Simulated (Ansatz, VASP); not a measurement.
# LiS2: VASP beside Ansatz

```
Li S
1.0
     3.40629   -2.73185    0.00144
     3.40629    2.73185    0.00144
    -2.70767    0.00000    6.61428
Li S
2 4
Direct
  0.81788 0.18212 0.00000
  0.33614 0.66386 0.50000
  0.19954 0.49815 0.88661
  0.23319 0.08979 0.31703
  0.91021 0.76681 0.68297
  0.50185 0.80046 0.11339
```

Change from the starting cell: the structure that the rattled fluorite type (Fm-3m, No. 225) fell into.

Alike in both runs: functional PBE; k mesh 8 × 8 × 4; occupations gaussian, width 0.02 eV; no spin polarisation.

Ansatz relaxed the structure, and its values are those at the end. VASP's run is a single point on that final structure, the one shown.

```csv
,VASP,Ansatz
version,VASP 6.6.1,Ansatz 0.2.0
potentials or method,"VASP PAW PBE potentials, release 64 (Li_sv, S), cutoff 520 eV","scalar-relativistic, plane waves, PAW"
valence electrons in the cell,30,30
```

```tsv
	VASP	Ansatz	Ansatz less VASP
gap on the k mesh at the Fermi level (eV)	2.13	2.09	-0.032
least direct gap on the mesh (eV)	2.27	2.25	-0.028
rms of the force components (eV/Å)	0.048	0.002	-0.0458
```

Noted on VASP's run: the cutoff is short for stress, so the pressure is rough.
